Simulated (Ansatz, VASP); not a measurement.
# Two plane-wave programs on Al3SiNO

```
Al Si N O
1.0
     2.66568    1.53903    2.93868
    -2.66568    1.53903    2.93868
     0.00000   -3.07807    2.93868
Al Si N O
3 1 1 1
Cartesian
  -1.3046 -0.7532 4.3257
  1.3046 -0.7532 4.3257
  0.0000 1.5065 4.3257
  0.0000 0.0000 1.4324
  0.0000 0.0000 5.8807
  0.0000 0.0000 8.3620
```

Change from the starting cell: species swapped into the ZrScMnNi3 type (R3m, No. 160).

Alike in both runs: functional PBE; k mesh 12 × 12 × 12; occupations gaussian, width 0.1 eV; no spin polarisation.

Ansatz relaxed the structure, and its values are those at the end. VASP's run is a single point on that final structure, the one shown.

```csv
,VASP,Ansatz
version,VASP 6.6.1,Ansatz 0.2.0
potentials or method,"VASP PAW PBE potentials, release 64 (Al, Si, N, O), cutoff 520 eV","scalar-relativistic, plane waves, PAW"
valence electrons in the cell,24,24
```

VASP gave:

| Item | Value |
| --- | --- |
| gap on the k mesh at the Fermi level (eV) | none |
| pressure (GPa) | -0.1 |

Which values does Ansatz return?

gap on the k mesh at the Fermi level (eV): none; pressure (GPa): 0.0.

A gap of «none» marks a metal or a gap that the smearing closes. With one functional, cell and mesh, what is left measures potentials, basis and numerics.
